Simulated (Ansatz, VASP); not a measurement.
BeB12 in VASP and in Ansatz

```
Be B
1.0
     4.69616    0.00000    0.00000
     0.00000    4.69616    0.00000
     0.00000    0.00000    4.69616
Be B
1 12
Cartesian
  2.3481 2.3481 2.3481
  1.1777 2.3481 0.0000
  3.5185 2.3481 0.0000
  0.0000 1.1777 2.3481
  0.0000 3.5185 2.3481
  2.3481 0.0000 1.1777
  2.3481 0.0000 3.5185
  2.3481 1.1777 0.0000
  2.3481 3.5185 0.0000
  1.1777 0.0000 2.3481
  3.5185 0.0000 2.3481
  0.0000 2.3481 3.5185
  0.0000 2.3481 1.1777
```

Alike in both runs: task relaxation of cell and atoms; functional PBE; k mesh 4 × 4 × 4; occupations gaussian, width 0.1 eV; no spin polarisation.

|  | VASP | Ansatz |
| --- | --- | --- |
| version | VASP 6.6.1 | Ansatz 0.2.0 |
| potentials or method | VASP PAW PBE potentials, release 64 (Be, B), cutoff 600 eV | scalar-relativistic, plane waves, PAW |
| valence electrons in the cell | 38 | 38 |

```tsv
	VASP	Ansatz	Ansatz less VASP
gap on the k mesh at the Fermi level, each at its own relaxed structure (eV)	none	none	-
relaxed volume (Å³/atom)	9.22	9.20	-0.022
relaxed cell length with the largest relative difference (Å)	4.930	4.926	-0.0040
```

A gap of «none» marks a metal or a gap that the smearing closes.

Noted on VASP's run: the volume moved by over 15 % at a fixed basis, so the end points are rough.
